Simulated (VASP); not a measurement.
A run of VASP 6.6.1:

The input POSCAR:

```
KI
1.0
    0.0000000000      3.5591710221      3.5378454877
    3.5591710221      0.0000000000      3.5378454877
    3.5591710221      3.5591710221      0.0000000000
K I
1 1
Direct
    0.0000000000      0.0000000000      0.0000000000
    0.5000000000      0.5000000000      0.5000000000
```

File INCAR.step1:

```
SYSTEM = KI
  ALGO = Normal
  EDIFF = 1E-4
  ENCUT = 520
  GGA = PE
  ISMEAR = 0
  LASPH = .True.
  LCHARG = .False.
  LREAL = .False.
  LWAVE = .True.
  NBANDS = 15
  NELM = 80
  PREC = Accurate
  SIGMA = 0.01
```

INCAR.step2

```
SYSTEM = KI
  ALGO = Normal
  EDIFF = 1E-6
  ENCUT = 520
  ISIF = 2
  ISMEAR = 0
  ISTART = 1
  LASPH = .True.
  LCHARG = .False.
  LMIXTAU = .True.
  LREAL = .False.
  LWAVE = .False.
  METAGGA = R2SCAN
  NBANDS = 15
  NELM = 80
  PREC = Accurate
  SIGMA = 0.01
```

KPOINTS

```
k-points
0
Gamma
  6 6 6
  0 0 0
```

Potentials or basis: VASP PAW PBE potentials, release 64 (K_sv, I).

Launch:

```sh
$ cat potpaw_PBE.64/K_sv/POTCAR potpaw_PBE.64/I/POTCAR > POTCAR
$ cp INCAR.step1 INCAR
$ mpirun -np 1 vasp_std > vasp.out
$ cp INCAR.step2 INCAR
$ mpirun -np 1 vasp_std > vasp.out
```

Hardware: 1 thread of Intel(R) Xeon(R) Platinum 8488C (Sapphire Rapids), on a shared host.

Question: Estimate the wall time of this run.

Answer: It took 2.3 min on 1 thread of Intel(R) Xeon(R) Platinum 8488C (Sapphire Rapids), on a shared host, peak memory 0.26 GiB. Counts: k points 30.
